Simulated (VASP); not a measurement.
The system is MnS.

```xyz
2
Lattice="0.0000 2.8000 2.8000 2.8000 0.0000 2.8000 2.8000 2.8000 0.0000" Properties=species:S:1:pos:R:3 pbc="T T T"
Mn    0.0000    0.0000    0.0000
S     4.2000    4.2000    4.2000
```

Program: VASP 6.6.1. Alike in all runs: task single point; level PBE; potentials or basis VASP PAW PBE potentials, release 64 (Mn_pv, S); spin collinear, ferromagnetic start; cell as given; cutoff (eV) 520.

**Question.** Order these runs on this cell by their band gap on the k mesh, lowest first.
A. k mesh 4 × 1 × 1; smearing gaussian 0.1 eV
B. k mesh 1 × 1 × 1, shifted; smearing methfessel-paxton 0.136057 eV
C. k mesh 1 × 1 × 2; smearing gaussian 0.1 eV

**Answer.** C (metal), A (0.36 eV), B (1.69 eV).

Caveats: all runs use coarse meshes; a cell with one magnetic atom can't hold antiferromagnetic order, which such compounds often take; semilocal functionals often make such compounds metallic where correlation or magnetic order opens a gap, which also shifts bond lengths (some runs).

A k mesh can miss the band edges, odd and even meshes differently.
